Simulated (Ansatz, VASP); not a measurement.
**ZrWS3 in VASP and in Ansatz**

```
CELL_PARAMETERS angstrom
2.35158 -5.45977 0.00000
2.35158 5.45977 0.00000
0.00000 0.00000 4.75295
ATOMIC_POSITIONS crystal
Zr 0.00000 0.00000 0.50000
W 0.50000 0.50000 0.00000
S 0.28764 0.71236 0.00000
S 0.71236 0.28764 0.00000
S 0.00000 0.00000 0.00000
```

Alike in both runs: functional PBE; k mesh 10 × 10 × 8; occupations gaussian, width 0.1 eV; no spin polarisation.

Ansatz relaxed the structure, and its values are those at the end. VASP's run is a single point on that final structure, the one shown.

```csv
,VASP,Ansatz
version,VASP 6.6.1,Ansatz 0.2.0
potentials or method,"VASP PAW PBE potentials, release 64 (Zr_sv, W_sv, S), cutoff 520 eV","scalar-relativistic, plane waves, PAW"
valence electrons in the cell,44,44
```

VASP gave:

| Property | Result |
| --- | --- |
| gap on the k mesh at the Fermi level (eV) | none |
| pressure (GPa) | 0.0 |
| rms of the force components (eV/Å) | 0.004 |

Question: Estimate Ansatz's values.

Answer: gap on the k mesh at the Fermi level (eV): none; pressure (GPa): 0.0; rms of the force components (eV/Å): 0.003.

A gap of «none» marks a metal or a gap that the smearing closes.

Spin-orbit coupling is off throughout.
